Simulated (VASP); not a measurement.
**CoSi2: single point with PBE**

CoSi2:

```xyz
24
Lattice="7.4169 -0.1672 -0.1219 -0.1672 7.1746 0.0683 -0.1219 0.0683 6.7526" Properties=species:S:1:pos:R:3 pbc="T T T"
Si    3.6684    4.6311    4.9148
Si    0.1885    4.3482    2.7101
Si    0.8416    0.2906    4.7221
Si    5.0348    4.6539    0.3226
Si    2.8396    2.2133    5.5544
Si    5.1738    0.6175    2.2577
Si    5.5403    6.0694    4.0406
Si    4.9190    2.7761    3.4450
Si    2.6304    3.8162    2.5740
Si    1.0865    0.7782    2.2284
Si   -0.1242    5.2187    6.6657
Si    6.6667    2.4874    1.2122
Si    4.9097    1.0723    6.4995
Si    3.0705    6.4634    2.9955
Si    2.7536    5.9452    0.0112
Si    0.0557    2.5846    5.7797
Co    1.5964    5.2764    4.5355
Co    7.0414    0.3260    0.4121
Co    6.0658    1.0443    4.4239
Co    1.1495    2.4788    3.9195
Co    1.3853    5.8902    1.6842
Co    3.5631    0.0591    5.0408
Co    4.2984    2.6827    1.1913
Co    6.5028    4.0682    4.4369
```

* Program: VASP 6.6.1
* Task: single point
* Functional: PBE
* Potentials or basis: VASP PAW PBE potentials, release 64 (Si, Co)
* Cutoff: 520 eV
* k mesh: 1 × 1 × 1, shifted
* Occupations: fermi-dirac, width 0.05 eV
* Spin: no spin polarisation
* Dipole correction: no
* Further INCAR settings: LREAL = Auto; ALGO = Normal; EDIFF = 1e-07; NBANDS = 86; ISYM = 0

* Pressure: -5.8 GPa
* Largest force: 1.774 eV/Å
* Band gap on the k mesh: 0.13 eV

Forces in eV/Å, atoms in the order of the input:
```
Si   1.231 -0.888 -0.024
Si  -0.035 -0.394 -0.319
Si   0.157 -0.431  0.335
Si  -0.485 -0.273 -0.481
Si   0.016  0.200  0.115
Si  -0.332 -0.568 -0.442
Si  -0.201 -0.201  0.104
Si  -0.557  0.519  0.090
Si   0.063 -0.068  0.069
Si  -0.335  0.787  0.489
Si   0.429  0.745 -0.186
Si   0.109  0.063 -0.521
Si  -0.457  0.191 -0.011
Si   0.547  0.115 -0.425
Si   0.201 -0.003 -0.355
Si  -0.060 -0.266  1.753
Co  -0.410  0.631 -0.050
Co   0.673 -0.095 -0.248
Co   0.226  0.074  0.411
Co   0.141  0.003 -1.218
Co  -0.209 -0.313  0.140
Co  -0.442  0.274 -0.386
Co   0.241 -0.324  0.189
Co  -0.511  0.220  0.969
```

Stress tensor (GPa, compression positive):
```
-5.89  3.02  0.54
 3.02 -5.38  0.56
 0.54  0.56 -6.08
```

Levels at points of the mesh, in eV from the valence-band top:
```tsv
k point	band 64	band 65	band 66	band 67	band 68	band 69	band 70	band 71	band 72	band 73
(0.25, 0.25, 0.25)	-0.59	-0.54	-0.41	-0.26	0.00	0.13	0.24	0.32	0.46	0.74
```

Wall time 2.5 min on 1 thread of Intel(R) Xeon(R) 6975P-C (Granite Rapids), on a shared host, peak memory 0.36 GiB.

Caveat: the k points lie up to 0.93 Å⁻¹ apart. Spin polarisation is off, so any magnetic state and its effect on volume and gap are missing.
